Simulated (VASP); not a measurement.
**CS2: single point with PBE+D3(BJ)**

Crystal: CS2.

```xyz
3
Lattice="4.1704 0.0000 0.0000 0.0000 4.1704 0.0000 0.0000 0.0000 2.2396" Properties=species:S:1:pos:R:3 pbc="T T T"
C     0.0000    0.0000    0.0000
S     0.0000    2.0852    0.0000
S     2.0852    0.0000    0.0000
```

The cell was built from a structure type or drawn by symmetry, and may not be a known phase.

```
Program             : VASP 6.6.1
Task                : single point
Functional          : PBE
Dispersion          : D3(BJ)
Potentials or basis : VASP PAW PBE potentials, release 64 (C, S)
Cutoff              : 520 eV
k mesh              : 12 × 12 × 20
Occupations         : gaussian, width 0.1 eV
Spin                : no spin polarisation
```

```yaml
Pressure: -0.3 GPa
Band_gap_on_the_k_mesh: zero (bands 8 and 9 overlap by 5.45 eV)
Dispersion_energy_per_atom: -0.305 eV
```

Stress tensor (GPa, compression positive):
```
-0.21  0.00  0.00
 0.00 -0.21  0.00
 0.00  0.00 -0.50
```

Levels at points of the mesh, in eV from the Fermi level:
```tsv
k point	band 4	band 5	band 6	band 7	band 8	band 9	band 10	band 11	band 12	band 13
(0.00, 0.00, 0.00)	-8.72	-8.72	-2.58	-2.58	4.16	4.37	5.07	7.42	7.42	7.66
(0.50, 0.00, 0.00)	-8.20	-4.43	-4.29	-0.58	-0.36	4.58	7.06	7.44	8.07	8.76
(0.50, 0.50, 0.00)	-7.13	-1.93	-0.91	-0.91	-0.61	1.26	5.11	7.10	7.10	8.44
(0.00, 0.00, 0.50)	-6.91	-5.43	-5.43	-3.93	-2.19	0.90	0.90	4.20	4.20	9.35
(0.50, 0.00, 0.50)	-7.88	-6.04	-5.08	-3.26	-0.39	-0.19	2.30	3.18	5.33	6.12
(0.50, 0.50, 0.50)	-7.79	-7.79	-5.12	-2.80	1.27	2.17	2.17	2.67	3.63	4.96
```

Run time: 3.1 min on 1 thread of Intel Xeon 8259CL (shared host), peak memory 0.27 GiB.
